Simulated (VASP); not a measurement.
**P5N3: single point with PBE**

Crystal: P5N3.

```
P N
1.0
    -2.78251    2.78251    2.78251
     2.78251   -2.78251    2.78251
     2.78251    2.78251   -2.78251
P N
5 3
Direct
  0.00000 0.00000 0.00000
  0.00000 0.00000 0.50000
  0.00000 0.50000 0.00000
  0.50000 0.00000 0.00000
  0.50000 0.50000 0.50000
  0.00000 0.50000 0.50000
  0.50000 0.50000 0.00000
  0.50000 0.00000 0.50000
```

```
Program             : VASP 6.6.1
Task                : single point
Functional          : PBE
Potentials or basis : VASP PAW PBE potentials, release 64 (P, N)
Cutoff              : 520 eV
k mesh              : 10 × 10 × 10
Occupations         : gaussian, width 0.1 eV
Spin                : no spin polarisation
```

| Property | Result |
| --- | --- |
| Pressure | -0.3 GPa |
| Band gap on the k mesh | zero (band 20 reaches 10.51 eV, above the bottom of band 21 at 9.46 eV) |

Levels at points of the mesh, in eV from the Fermi level:
```csv
k point,band 18,band 19,band 20,band 21,band 22,band 23
"(0.00, 0.00, 0.00)",0.44,0.44,0.44,4.01,4.01,4.03
"(0.50, 0.00, 0.00)",-1.27,-1.18,-0.90,-0.35,0.29,1.38
"(0.50, 0.50, 0.50)",-0.82,-0.82,-0.32,-0.32,-0.32,2.11
```

It took 76 s on 1 thread of Intel(R) Xeon(R) Platinum 8488C (Sapphire Rapids) (shared host), peak memory 0.24 GiB.
